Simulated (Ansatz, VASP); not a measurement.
One calculation of As, two programs

```
As
1.0
     3.00317    0.00000    0.00000
    -1.50158    2.60082    0.00000
     0.00000    0.00000    4.86513
As
2
Direct
  0.33333 0.66667 0.25000
  0.66667 0.33333 0.75000
```

Alike in both runs: task single point; functional LDA; k mesh 11 × 11 × 6; occupations fermi-dirac, width 0.05 eV; no spin polarisation.

|  | VASP | Ansatz |
| --- | --- | --- |
| version | VASP 6.6.1 | Ansatz 0.2.0 |
| potentials or method | VASP PAW LDA potentials, release 64 (As), cutoff 520 eV | all-electron LAPW, scalar-relativistic |

```tsv
	VASP	Ansatz	Ansatz less VASP
pressure (GPa)	-4.2	-4.4	-0.15
traceless stress, the component that is largest in VASP (GPa)	1.12	1.10	-0.021
```

LDA's correlation is that of Perdew and Zunger in VASP and of Perdew and Wang (1992) in Ansatz. Ansatz ran all-electron here, and VASP with PAW potentials.
